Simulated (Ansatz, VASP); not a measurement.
One calculation of Sr3CuH2, two programs

Contents of INCAR:

```
SYSTEM = Sr3CuH2
ALGO = Normal
EDIFF = 1E-7
ENCUT = 520
GGA = PE
ISIF = 2
ISMEAR = 0
LASPH = .TRUE.
LCHARG = .FALSE.
LREAL = .FALSE.
LWAVE = .FALSE.
NBANDS = 30
NELM = 60
PREC = Accurate
SIGMA = 0.1
```

KPOINTS

```
k-points
0
G
  3 3 4
  0 0 0
```

The input POSCAR:

```
Sr3CuH2
1.0
    5.8165973600      0.0000000000      0.0000000000
   -2.9082986800      5.0373210800      0.0000000000
    0.0000000000      0.0000000000      4.9091280000
Sr Cu H
3 1 2
Direct
    0.4310314400      0.0000000000      0.0000000000
    0.0000000000      0.4310314400      0.0000000000
    0.5689685600      0.5689685600      0.0000000000
    0.0000000000      0.0000000000      0.5000000000
    0.0000000000      0.0000000000      0.8350303500
    0.0000000000      0.0000000000      0.1649696500
```

Input for Ansatz:

```yaml
crystal:
  lattice:
    - [5.81659736, 0.0, 0.0]
    - [-2.90829868, 5.03732108, 0.0]
    - [0.0, 0.0, 4.909128]
  atoms:
    - { symbol: Sr, position: [0.43103144, 0.0, 0.0] }
    - { symbol: Sr, position: [0.0, 0.43103144, 0.0] }
    - { symbol: Sr, position: [0.56896856, 0.56896856, 0.0] }
    - { symbol: Cu, position: [0.0, 0.0, 0.5] }
    - { symbol: H, position: [0.0, 0.0, 0.83503035] }
    - { symbol: H, position: [0.0, 0.0, 0.16496965] }
basis:
  ecutwfc: 420
kpoints:
  mp_grid: { grid: [3, 3, 4] }
hamiltonian:
  xc: pbe
scf:
  occupations: { method: gaussian, width: 0.1 }
  lower_state_search: "off"
output:
  forces: true
  stress: true
  eigenvalues: true
```

Alike in both runs: task single point; functional PBE; k mesh 3 × 3 × 4; occupations gaussian, width 0.1 eV; no spin polarisation.

```csv
,VASP,Ansatz
version,VASP 6.6.1,Ansatz 0.2.0
potentials or method,"VASP PAW PBE potentials, release 64 (Sr_sv, Cu, H), cutoff 520 eV","scalar-relativistic, plane waves, PAW"
valence electrons in the cell,43,51
```

Ansatz gave:

- gap on the k mesh at the Fermi level (eV): none
- pressure (GPa): 4.6
- traceless stress, the component that is largest in VASP (GPa): -12.61
- rms of the force components (eV/Å): 0.670

Task: What did VASP give for the same quantities?

Result: gap on the k mesh at the Fermi level (eV): none; pressure (GPa): 4.7; traceless stress, the component that is largest in VASP (GPa): -12.59; rms of the force components (eV/Å): 0.668.

Atom by atom the forces differ by 0.008 eV/Å (rms over components). A gap of «none» marks a metal or a gap that the smearing closes. VASP's potentials hold 43 valence electrons a cell and Ansatz's 51, so a difference there can come from the potentials and not from the codes.

The k mesh is coarse, so the values compare programs but aren't converged.
